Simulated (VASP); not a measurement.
# Ni (Fm-3m) in VASP: further runs, part 2 of 2

VASP 6.6.1.

## (4) Single point, PBE, collinear spin, ferromagnetic start

INCAR reads:

```
ALGO = Normal
EDIFF = 1E-6
ENCUT = 520
GGA = PE
ISIF = 2
ISMEAR = -1
ISPIN = 2
LASPH = True
LCHARG = True
LELF = True
LMAXMIX = 4
LORBIT = 11
LREAL = False
LVHAR = True
LWAVE = False
MAGMOM = 1.66
NBANDS = 15
NELM = 150
NUPDOWN = 1.66
PREC = Accurate
SIGMA = 0.1
```

KPOINTS reads:

```
k-points
0
Gamma
  13 13 13
```

POSCAR reads:

```
Ni
1.0
    0.0000000000      1.7701000000      1.7701000000
    1.7701000000      0.0000000000      1.7701000000
    1.7701000000      1.7701000000      0.0000000000
Ni
1
Direct
    0.0000000000      0.0000000000      0.0000000000
```

Potentials or basis: VASP PAW PBE potentials, release 64 (Ni).

The run is started by

```sh
$ cat potpaw_PBE.64/Ni/POTCAR > POTCAR
$ mpirun -np 1 vasp_std > vasp.out
```

OUTCAR:

```text
EDIFF = 1E-6
   ENCUT = 520
   GGA = PE
   ISIF = 2
   ISMEAR = -1
   ISPIN = 2
   LASPH = True
   LORBIT = 11
   LREAL = False
   NELM = 150
   NUPDOWN = 1.66
   PREC = Accurate

 ion  position               nearest neighbor table
   1  0.000  0.000  0.000-

  LATTYP: Found a face centered cubic cell.
 ALAT       =     3.5402000000

  Lattice vectors:

 A1 = (   0.0000000000,   1.7701000000,   1.7701000000)
 A2 = (   1.7701000000,   0.0000000000,   1.7701000000)
 A3 = (   1.7701000000,   1.7701000000,   0.0000000000)

Analysis of symmetry for initial positions (statically):
=====================================================================
 Subroutine PRICEL returns:
 Original cell was already a primitive cell.

 Routine SETGRP: Setting up the symmetry group for a
 face centered cubic supercell.

 Subroutine GETGRP returns: Found 48 space group operations
 (whereof 48 operations were pure point group operations)
 out of a pool of 48 trial point group operations.

The static configuration has the point symmetry O_h .

Analysis of symmetry for dynamics (positions and initial velocities):
=====================================================================
 Subroutine PRICEL returns:
 Original cell was already a primitive cell.

 Routine SETGRP: Setting up the symmetry group for a
 face centered cubic supercell.

 Subroutine GETGRP returns: Found 48 space group operations
 (whereof 48 operations were pure point group operations)
 out of a pool of 48 trial point group operations.

The dynamic configuration has the point symmetry O_h .

Analysis of structural, dynamic, and magnetic symmetry:
=====================================================================
 Subroutine PRICEL returns:
 Original cell was already a primitive cell.

 Routine SETGRP: Setting up the symmetry group for a
 face centered cubic supercell.

 Subroutine GETGRP returns: Found 48 space group operations
 (whereof 48 operations were pure point group operations)
 out of a pool of 48 trial point group operations.

The overall configuration has the point symmetry O_h .

[... 151 lines left out ...]

 k-point     1 :       0.0000    0.0000    0.0000
  band No.  band energies     occupation
      1      -0.0826      1.00000
      2       5.7666      1.00000
      3       5.7666      1.00000
      4       5.7666      1.00000
      5       6.8004      1.00000
      6       6.8004      1.00000
      7      32.3737      0.00000
      8      36.0530      0.00000
      9      36.0530      0.00000
     10      36.0530      0.00000
     11      38.7783      0.00000
     12      38.7783      0.00000
     13      38.7783      0.00000
     14      41.9878      0.00000
[... 403 lines left out ...]
      4       6.1289      1.00000
      5       7.4515      1.00000
      6       9.1781      1.00000
      7      16.3082      0.00000
      8      27.2742      0.00000
      9      28.8990      0.00000
     10      31.0506      0.00000
     11      40.9761      0.00000
     12      41.1540      0.00000
     13      44.0522      0.00000
     14      47.0845      0.00000
     15      53.0324      0.00000

 [... further k-points ...]

 spin component 2

 k-point     1 :       0.0000    0.0000    0.0000
  band No.  band energies     occupation
      1       0.4933      1.00000
      2       7.3052      0.99999
      3       7.3052      0.99999
      4       7.3052      0.99999
      5       8.2829      0.91286
      6       8.2829      0.91286
      7      32.8686      0.00000
      8      36.6603      0.00000
      9      36.6603      0.00000
     10      36.6603      0.00000
     11      39.5360      0.00000
     12      39.5360      0.00000
     13      39.5360      0.00000
     14      42.5644      0.00000
[... 403 lines left out ...]
      4       7.6077      0.99989
      5       9.0601      0.00439
      6      10.3411      0.00000
      7      17.2255      0.00000
      8      27.9764      0.00000
      9      29.5896      0.00000
     10      31.7303      0.00000
     11      41.6032      0.00000
     12      41.8157      0.00000
     13      44.7304      0.00000
     14      47.9914      0.00000
     15      55.8595      0.00000

 [... further k-points ...]
[... 5 lines left out ...]
  --------------------------------------------------------------------------------------
  -------------------------------------------------------------------------------------
  Total        0.8132408      0.8132408      0.8132408      0.0000000     -0.0000000      0.0000000
  in kB      117.4644220    117.4644220    117.4644220      0.0000000     -0.0000000      0.0000000
  external PRESSURE =     117.4644220 kB  Pullay stress =       0.0000000 kB

 VOLUME and BASIS-vectors are now :
 -----------------------------------------------------------------------------
  energy-cutoff  :      520.00
  volume of cell :       11.09
      direct lattice vectors                 reciprocal lattice vectors
     0.000000000  1.770100000  1.770100000    -0.282469917  0.282469917  0.282469917
     1.770100000  0.000000000  1.770100000     0.282469917 -0.282469917  0.282469917
     1.770100000  1.770100000  0.000000000     0.282469917  0.282469917 -0.282469917

 POSITION                                       TOTAL-FORCE (eV/Angst)
 -----------------------------------------------------------------------------------
      0.00000      0.00000      0.00000         0.000000      0.000000     -0.000000
 -----------------------------------------------------------------------------------
    total drift:                                0.000000      0.000000      0.000000

  FREE ENERGIE OF THE ION-ELECTRON SYSTEM (eV)
  ---------------------------------------------------
  free  energy   TOTEN  =        -4.6085449458 eV

  energy  without entropy=       -4.5626699726  energy(sigma->0) =       -4.58560746

 total charge

# of ion       s       p       d       tot
------------------------------------------
    1        0.523   0.590   8.115   9.228

 magnetization (x)

# of ion       s       p       d       tot
------------------------------------------
    1        0.048   0.143   1.386   1.577
```

OSZICAR:

```text
N       E                     dE             d eps       ncg     rms          rms(c)
DAV:   1     0.343216302993E+02    0.34322E+02   -0.42108E+03  5364   0.860E+02
DAV:   2    -0.465946816613E+01   -0.38981E+02   -0.35998E+02  5740   0.163E+02
DAV:   3    -0.606263609950E+01   -0.14032E+01   -0.13944E+01  6055   0.305E+01
DAV:   4    -0.607146584406E+01   -0.88297E-02   -0.88282E-02  6253   0.227E+00
DAV:   5    -0.607158441906E+01   -0.11858E-03   -0.11857E-03  6108   0.235E-01    0.118E+01
DAV:   6    -0.482547274002E+01    0.12461E+01   -0.13513E+01  7301   0.464E+01    0.716E+00
DAV:   7    -0.462924118365E+01    0.19623E+00   -0.11535E+00  6309   0.131E+01    0.306E+00
DAV:   8    -0.461618659355E+01    0.13055E-01   -0.10791E-02  6299   0.805E-01    0.166E+00
DAV:   9    -0.460937892637E+01    0.68077E-02   -0.27001E-03  7615   0.427E-01    0.308E-01
DAV:  10    -0.460858522884E+01    0.79370E-03   -0.17867E-03  7948   0.346E-01    0.441E-02
DAV:  11    -0.460854453447E+01    0.40694E-04   -0.90839E-05  8337   0.554E-02    0.400E-02
DAV:  12    -0.460854585071E+01   -0.13162E-05   -0.36652E-06  6462   0.193E-02    0.869E-03
DAV:  13    -0.460854494583E+01    0.90488E-06   -0.83072E-07  5047   0.820E-03
   1 F= -.46085449E+01 E0= -.45856075E+01  d E =-.458750E-01  mag=     1.6600
```

stdout:

```text
POSCAR found type information on POSCAR Ni
 POSCAR found :  1 types and       1 ions
 scaLAPACK will be used
 LDA part: xc-table for (Slater+PW92), standard interpolation
 POSCAR, INCAR and KPOINTS ok, starting setup
 FFT: planning ... GRIDC
 FFT: planning ... GRID_SOFT
 FFT: planning ... GRID
 WAVECAR not read
 entering main loop
```

Wall time 27 s (1 thread of Intel Xeon Platinum 8259CL at 2.50GHz (Skylake/Cascade Lake), shared host); peak memory 0.14 GiB.

What came out:

- Free energy: -4.6085 eV
- Pressure: 11.7 GPa
- Net moment: 1.66 μB per cell
- Site moments: Ni +1.58 μB
- Valence electrons inside the program's atomic spheres: Ni 9.23

Caveat: the total moment is fixed, so each spin has its own Fermi level.

## (5) Single point, PBE, collinear spin, ferromagnetic start

INCAR reads:

```
PREC = Accurate ; ENCUT = 520
EDIFF = 1E-6 ; ISMEAR = -1
SIGMA = 0.1 ; LREAL = F
LASPH = T ; NELM = 150
ALGO = Normal ; ISIF = 2
LWAVE = F ; LCHARG = F
ISPIN = 2 ; MAGMOM = 0.2
LORBIT = 11 ; LMAXMIX = 4
GGA = PE ; NBANDS = 15
```

KPOINTS reads:

```
regular mesh
0
Gamma
  13 13 13
```

POSCAR is that of step 4.

Potentials or basis: VASP PAW PBE potentials, release 64 (Ni).

The run is started by

```sh
$ cat potpaw_PBE.64/Ni/POTCAR > POTCAR
$ mpirun -np 1 vasp_std > vasp.out
```

OUTCAR:

```text
PREC = Accurate
   ENCUT = 520
   EDIFF = 1E-6
   ISMEAR = -1
   LREAL = F
   LASPH = T
   NELM = 150
   ISIF = 2
   ISPIN = 2
   LORBIT = 11
   GGA = PE

 ion  position               nearest neighbor table
   1  0.000  0.000  0.000-

  LATTYP: Found a face centered cubic cell.
 ALAT       =     3.5402000000

  Lattice vectors:

 A1 = (   0.0000000000,   1.7701000000,   1.7701000000)
 A2 = (   1.7701000000,   0.0000000000,   1.7701000000)
 A3 = (   1.7701000000,   1.7701000000,   0.0000000000)

Analysis of symmetry for initial positions (statically):
=====================================================================
 Subroutine PRICEL returns:
 Original cell was already a primitive cell.

 Routine SETGRP: Setting up the symmetry group for a
 face centered cubic supercell.

 Subroutine GETGRP returns: Found 48 space group operations
 (whereof 48 operations were pure point group operations)
 out of a pool of 48 trial point group operations.

The static configuration has the point symmetry O_h .

Analysis of symmetry for dynamics (positions and initial velocities):
=====================================================================
 Subroutine PRICEL returns:
 Original cell was already a primitive cell.

 Routine SETGRP: Setting up the symmetry group for a
 face centered cubic supercell.

 Subroutine GETGRP returns: Found 48 space group operations
 (whereof 48 operations were pure point group operations)
 out of a pool of 48 trial point group operations.

The dynamic configuration has the point symmetry O_h .

Analysis of structural, dynamic, and magnetic symmetry:
=====================================================================
 Subroutine PRICEL returns:
 Original cell was already a primitive cell.

 Routine SETGRP: Setting up the symmetry group for a
 face centered cubic supercell.

 Subroutine GETGRP returns: Found 48 space group operations
 (whereof 48 operations were pure point group operations)
 out of a pool of 48 trial point group operations.

The overall configuration has the point symmetry O_h .

 Subroutine INISYM returns: Found 48 space group operations
 (whereof 48 operations are pure point group operations),
 and found     1 'primitive' translations

----------------------------------------------------------------------------------------

                                     Primitive cell

  volume of cell :      11.0923

  direct lattice vectors                    reciprocal lattice vectors
     0.000000000  1.770100000  1.770100000    -0.282469917  0.282469917  0.282469917
     1.770100000  0.000000000  1.770100000     0.282469917 -0.282469917  0.282469917
     1.770100000  1.770100000  0.000000000     0.282469917  0.282469917 -0.282469917

  length of vectors
     2.503299427  2.503299427  2.503299427     0.489252248  0.489252248  0.489252248

  position of ions in fractional coordinates (direct lattice)
     0.000000000  0.000000000  0.000000000

  ion indices of the primitive-cell ions
   primitive index   ion index
                 1           1

----------------------------------------------------------------------------------------

 KPOINTS: regular mesh

Automatic generation of k-mesh.
 Grid dimensions read from file:
 generate k-points for:   13   13   13

 Generating k-lattice:

  Cartesian coordinates                     Fractional coordinates (reciprocal lattice)
    -0.021728455  0.021728455  0.021728455     0.076923077  0.000000000  0.000000000
     0.021728455 -0.021728455  0.021728455     0.000000000  0.076923077  0.000000000
[... 66 lines left out ...]
   POTIM  = 0.5000    time-step for ionic-motion
   TEBEG  =    0.0;   TEEND  =   0.0 temperature during run
   PSTRESS=    0.0 pullay stress
   NELECT =      10.0000    total number of electrons
   NUPDOWN=      -1.0000    fix difference up-down
   EMIN   =  10.00;   EMAX   =-10.00  energy-range for DOS
   EFERMI =   0.00;   METHOD = LEGACY
   ISMEAR =    -1;   SIGMA  =   0.10  broadening in eV -4-tet -1-fermi 0-gaus
   EFERMI_NEDOS =   21; number of points for ismear=-14 and -15
   IALGO  =     38    algorithm
   IMIX   =      4    mixing-type and parameters
     AMIX     =   0.40;   BMIX     =  1.00
     AMIX_MAG =   1.60;   BMIX_MAG =  1.00
  volume/ion in A,a.u.               =      11.09        74.85
  Fermi-wavevector in a.u.,A,eV,Ry     =   1.581492  2.988587 34.029767  2.501117
  Thomas-Fermi vector in A             =   2.681559
   LORBIT       =     11    0 simple, 1 ext, 2 COOP (PROOUT), +10 PAW based schemes
   GGA     = PE    functional components
   LHFCALC =     F    Hartree Fock is set to
   AEXX    =    0.0000 exact exchange contribution
   IVDW    =     0    specifies the selected vdW correction
   LEPSILON=     F    determine dielectric tensor
   LRPA    =     F    only Hartree local field effects (RPA)
 spin polarized calculation
  energy-cutoff  :      520.00
  volume of cell :       11.09
 maximum number of plane-waves:       307
   NGX =  9   NGY =  9   NGZ =  9

 number of electron      10.0000009 magnetization       0.6219473

 Free energy of the ion-electron system (eV)
  ---------------------------------------------------
  ext. energy  EPLUGINS =         0.00000000
  ---------------------------------------------------
  free energy    TOTEN  =        -5.49778057 eV

  energy without entropy =       -5.44488695  energy(sigma->0) =       -5.47133376

 E-fermi :   9.0974     XC(G=0): -13.1418

 val. band max:        9.0828578782   @ k =   0.4615   0.3077   0.0769
 cond. band min:       9.1037059055   @ k =   0.3846   0.0769   0.0000
 fundamental gap:      0.0208480272
 Fermi energy:         9.0974377700

 spin component 1

 k-point     1 :       0.0000    0.0000    0.0000
  band No.  band energies     occupation
      1       0.2269      1.00000
      2       6.7323      1.00000
      3       6.7323      1.00000
      4       6.7323      1.00000
      5       7.8625      1.00000
      6       7.8625      1.00000
      7      32.6612      0.00000
      8      36.3704      0.00000
      9      36.3704      0.00000
     10      36.3704      0.00000
     11      39.2527      0.00000
     12      39.2527      0.00000
     13      39.2527      0.00000
     14      42.2602      0.00000
[... 403 lines left out ...]
      4       7.1246      1.00000
      5       8.5292      0.99660
      6       9.9140      0.00028
      7      16.8551      0.00000
      8      27.6924      0.00000
      9      29.2946      0.00000
     10      31.4331      0.00000
     11      41.3409      0.00000
     12      41.5442      0.00000
     13      44.4234      0.00000
     14      47.6744      0.00000
     15      55.1365      0.00000

 [... further k-points ...]

 spin component 2

 k-point     1 :       0.0000    0.0000    0.0000
  band No.  band energies     occupation
      1       0.1953      1.00000
      2       7.4676      1.00000
      3       7.4676      1.00000
      4       7.4676      1.00000
      5       8.4581      0.99833
      6       8.4581      0.99833
      7      32.5032      0.00000
      8      36.3600      0.00000
      9      36.3600      0.00000
     10      36.3600      0.00000
     11      39.3517      0.00000
     12      39.3517      0.00000
     13      39.3517      0.00000
     14      42.1319      0.00000
[... 403 lines left out ...]
      4       7.7600      1.00000
      5       9.2722      0.14836
      6      10.3712      0.00000
      7      17.1103      0.00000
      8      27.7243      0.00000
      9      29.3698      0.00000
     10      31.4796      0.00000
     11      41.3153      0.00000
     12      41.5726      0.00000
     13      44.4748      0.00000
     14      47.8318      0.00000
     15      56.5032      0.00000

 [... further k-points ...]
[... 5 lines left out ...]
  --------------------------------------------------------------------------------------
  -------------------------------------------------------------------------------------
  Total       -0.2253534     -0.2253534     -0.2253534      0.0000000     -0.0000000     -0.0000000
  in kB      -32.5500248    -32.5500248    -32.5500248      0.0000000     -0.0000000     -0.0000000
  external PRESSURE =     -32.5500248 kB  Pullay stress =       0.0000000 kB

 VOLUME and BASIS-vectors are now :
 -----------------------------------------------------------------------------
  energy-cutoff  :      520.00
  volume of cell :       11.09
      direct lattice vectors                 reciprocal lattice vectors
     0.000000000  1.770100000  1.770100000    -0.282469917  0.282469917  0.282469917
     1.770100000  0.000000000  1.770100000     0.282469917 -0.282469917  0.282469917
     1.770100000  1.770100000  0.000000000     0.282469917  0.282469917 -0.282469917

 POSITION                                       TOTAL-FORCE (eV/Angst)
 -----------------------------------------------------------------------------------
      0.00000      0.00000      0.00000         0.000000      0.000000      0.000000
 -----------------------------------------------------------------------------------
    total drift:                                0.000000      0.000000      0.000000

  FREE ENERGIE OF THE ION-ELECTRON SYSTEM (eV)
  ---------------------------------------------------
  free  energy   TOTEN  =        -5.4977805741 eV

  energy  without entropy=       -5.4448869451  energy(sigma->0) =       -5.47133376

 total charge

# of ion       s       p       d       tot
------------------------------------------
    1        0.489   0.481   8.306   9.276

 magnetization (x)

# of ion       s       p       d       tot
------------------------------------------
    1       -0.006  -0.023   0.664   0.635
```

It took 25 s on 1 thread of Intel Xeon Platinum 8259CL at 2.50GHz (Skylake/Cascade Lake), shared host; peak memory 0.14 GiB.

What came out:

```
Free energy                                           : -5.4978 eV
Pressure                                              : -3.3 GPa
Net moment                                            : 0.62 μB per cell
Site moments                                          : Ni +0.64 μB
Valence electrons inside the program's atomic spheres : Ni 9.28
```

Levels at points of the mesh, in eV from the Fermi level:
Spin up:
| k point | band 1 | band 2 | band 3 | band 4 | band 5 | band 6 | band 7 | band 8 | band 9 | band 10 |
| --- | --- | --- | --- | --- | --- | --- | --- | --- | --- | --- |
| (0.00, 0.00, 0.00) | -8.87 | -2.37 | -2.37 | -2.37 | -1.23 | -1.23 | 23.56 | 27.27 | 27.27 | 27.27 |
Spin down:
```
           k point  band 1  band 2  band 3  band 4  band 5  band 6  band 7  band 8  band 9  band 10
(0.00, 0.00, 0.00)   -8.90   -1.63   -1.63   -1.63   -0.64   -0.64   23.41   27.26   27.26    27.26
```

## (6) Overview

```csv
fixed moment (μB),pressure (GPa),moment (μB)
0.71,-2.6,0.71
1.19,2.6,1.19
1.66,11.7,1.66
-,-3.3,0.62
```

Alike in all rows: task single point; level PBE; potentials or basis VASP PAW PBE potentials, release 64 (Ni); spin collinear, ferromagnetic start; cell as given; k mesh 13 × 13 × 13; cutoff (eV) 520; smearing fermi-dirac 0.1 eV.

Caveats: the total moment is fixed, so each spin has its own Fermi level (some runs).

Absolute energies hang on the potentials; compare differences alone.
